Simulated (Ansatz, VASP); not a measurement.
Two plane-wave programs on Bi2Te3

File INCAR:

```
SYSTEM = Bi2Te3
ALGO = Normal ; EDIFF = 1E-6
ENCUT = 520 ; GGA = CA
ISIF = 2 ; ISMEAR = -1
LASPH = .True. ; LCHARG = .False.
LREAL = .False. ; LWAVE = .False.
NBANDS = 32 ; NELM = 100
PREC = Accurate ; SIGMA = 0.1
```

KPOINTS

```
k-points
0
Gamma
  6 6 6
  0 0 0
```

File POSCAR:

```
Bi2Te3
1.0
    2.2085000000      1.2750780000      9.9466670000
   -2.2085000000      1.2750780000      9.9466670000
    0.0000000000     -2.5501560000      9.9466670000
Bi Te
2 3
Direct
    0.1880000000      0.1880000000      0.1880000000
    0.5980000000      0.5980000000      0.5980000000
    0.3890000000      0.3890000000      0.3890000000
    0.8000000000      0.8000000000      0.8000000000
    0.0000000000      0.0000000000      0.0000000000
```

Input for Ansatz:

```yaml
crystal:
  lattice:
    - [2.2085, 1.275078, 9.946667]
    - [-2.2085, 1.275078, 9.946667]
    - [0.0, -2.550156, 9.946667]
  atoms:
    - { symbol: Bi, position: [0.188, 0.188, 0.188] }
    - { symbol: Bi, position: [0.598, 0.598, 0.598] }
    - { symbol: Te, position: [0.389, 0.389, 0.389] }
    - { symbol: Te, position: [0.8, 0.8, 0.8] }
    - { symbol: Te, position: [0.0, 0.0, 0.0] }
basis:
  ecutwfc: 500.0
kpoints:
  mp_grid:
    grid: [6, 6, 6]
hamiltonian:
  xc: lda
scf:
  occupations:
    method: fermi_dirac
    width: 0.1
output:
  stress: true
```

Alike in both runs: task single point; functional LDA; k mesh 6 × 6 × 6; occupations fermi-dirac, width 0.1 eV; no spin polarisation.

|  | VASP | Ansatz |
| --- | --- | --- |
| version | VASP 6.6.1 | Ansatz 0.2.0 |
| potentials or method | VASP PAW LDA potentials, release 64 (Bi_d, Te), cutoff 520 eV | plane waves, PAW |
| valence electrons in the cell | 48 | 78 |

|  | VASP | Ansatz | Ansatz less VASP |
| --- | --- | --- | --- |
| pressure (GPa) | -1.8 | -1.8 | -0.08 |
| traceless stress, the component that is largest in VASP (GPa) | -0.85 | -0.85 | +0.002 |

LDA's correlation is that of Perdew and Zunger in VASP and of Perdew and Wang (1992) in Ansatz. VASP's potentials hold 48 valence electrons a cell and Ansatz's 78, so a difference there can come from the potentials and not from the codes.

Neither program's run includes spin-orbit coupling.
